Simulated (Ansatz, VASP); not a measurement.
**Sn in VASP and in Ansatz**

```xyz
2
Lattice="0.0000 3.0542 3.6651 3.0542 0.0000 3.6651 3.0542 3.0542 0.0000" Properties=species:S:1:pos:R:3 pbc="T T T"
Sn    3.0542    3.0542    3.6651
Sn    4.5813    4.5813    5.4976
```

Alike in both runs: task single point; functional PBEsol; k mesh 14 × 14 × 14; occupations gaussian, width 0.15 eV; no spin polarisation.

```csv
,VASP,Ansatz
version,VASP 6.6.1,Ansatz 0.2.0
potentials or method,"VASP PAW PBE potentials, release 64 (Sn_d), cutoff 520 eV","scalar-relativistic, plane waves, PAW"
valence electrons in the cell,28,28
```

|  | VASP | Ansatz | Ansatz less VASP |
| --- | --- | --- | --- |
| gap on the k mesh at the Fermi level (eV) | none | none | - |
| pressure (GPa) | 0.8 | 0.8 | +0.09 |
| traceless stress, the component that is largest in VASP (GPa) | -4.35 | -4.35 | +0.002 |

VASP's potentials were made for PBE, not for PBEsol. A gap of «none» marks a metal or a gap that the smearing closes. The functional is the same, so the differences come from potentials, cutoffs and numerics.
